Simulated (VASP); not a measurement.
Here is a VASP 6.6.1 calculation.

Contents of INCAR:

```
SYSTEM = TaC
PREC = Accurate
ENCUT = 520
EDIFF = 1E-6
ISMEAR = 0
SIGMA = 0.1
LREAL = .False.
LASPH = .True.
NELM = 80
ALGO = Normal
ISIF = 2
LWAVE = .False.
LCHARG = .True.
LDIPOL = .True.
IDIPOL = 3
DIPOL = 0.5 0.5 0.500
GGA = PE
LELF = .True.
LVHAR = .True.
LVACPOTAV = .True.
NBANDS = 48
```

The input KPOINTS:

```
regular mesh
0
Gamma
  5 5 1
  0 0 0
```

Contents of POSCAR:

```
TaC
1.0
    3.1644852942      0.0000000000      0.0000000000
    0.0000000000      3.1644852942      0.0000000000
    0.0000000000      0.0000000000     23.9505160421
Ta C
5 5
Direct
    0.5000000000      0.5000000000      0.3131456536
    0.0000000000      0.0000000000      0.4065728268
    0.5000000000      0.5000000000      0.5000000000
    0.0000000000      0.0000000000      0.5934271732
    0.5000000000      0.5000000000      0.6868543464
    0.0000000000      0.0000000000      0.3131456536
    0.5000000000      0.5000000000      0.4065728268
    0.0000000000      0.0000000000      0.5000000000
    0.5000000000      0.5000000000      0.5934271732
    0.0000000000      0.0000000000      0.6868543464
```

Potentials or basis: VASP PAW PBE potentials, release 64 (Ta_pv, C).

Run with:

```sh
$ cat potpaw_PBE.64/Ta_pv/POTCAR potpaw_PBE.64/C/POTCAR > POTCAR
$ mpirun -np 1 vasp_std > vasp.out
```

Q: Predict the band gap on the k mesh.

A: Zero (an odd number of electrons rules out a gap without spin polarisation).

Q: Estimate the largest force.

A: 2.720 eV/Å.

Forces on the atoms (eV/Å):
```
Ta   0.000  0.000  2.720
Ta   0.000  0.000 -0.534
Ta   0.000  0.000  0.000
Ta   0.000  0.000  0.534
Ta   0.000  0.000 -2.720
C    0.000  0.000 -1.396
C    0.000  0.000 -0.958
C    0.000  0.000  0.000
C    0.000  0.000  0.958
C    0.000  0.000  1.396
```

Caveat: the k points lie up to 0.40 Å⁻¹ apart, too coarse for converged energies and pressures of a metal; spin-orbit coupling is left out, which moves the levels of the heavy elements.
